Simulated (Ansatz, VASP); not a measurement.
**SnGe2: VASP beside Ansatz**

```xyz
6
Lattice="-3.8005 0.0002 -0.0008 0.0002 -0.0107 -5.0686 0.0006 -7.6126 -0.0183" Properties=species:S:1:pos:R:3 pbc="T T T"
Sn   -1.9004   -5.7120   -0.0099
Sn   -1.9005   -1.9099    0.0002
Ge   -3.7999   -5.7125   -2.8263
Ge   -3.8000   -1.9048   -2.8190
Ge   -1.8995   -7.6162   -2.2770
Ge   -1.8990   -3.8093   -2.2723
```

Change from the starting cell: cell x2, atoms moved at random (sigma 0.15 Å) and cell strained at random (1.5 %), then relaxed without symmetry.

Alike in both runs: functional PBE; k mesh 6 × 4 × 4; occupations gaussian, width 0.2 eV; no spin polarisation.

Ansatz relaxed the structure, and its values are those at the end. VASP's run is a single point on that final structure, the one shown.

```csv
,VASP,Ansatz
version,VASP 6.6.1,Ansatz 0.2.0
potentials or method,"VASP PAW PBE potentials, release 64 (Sn_d, Ge_d), cutoff 520 eV","scalar-relativistic, plane waves, PAW"
valence electrons in the cell,84,84
```

VASP gave:

```
gap on the k mesh at the Fermi level (eV) : none
pressure (GPa)                            : 0.1
rms of the force components (eV/Å)        : 0.004
```

Q: Which values does Ansatz return?

A: gap on the k mesh at the Fermi level (eV): none; pressure (GPa): 0.0; rms of the force components (eV/Å): 0.004.

A gap of «none» marks a metal or a gap that the smearing closes.
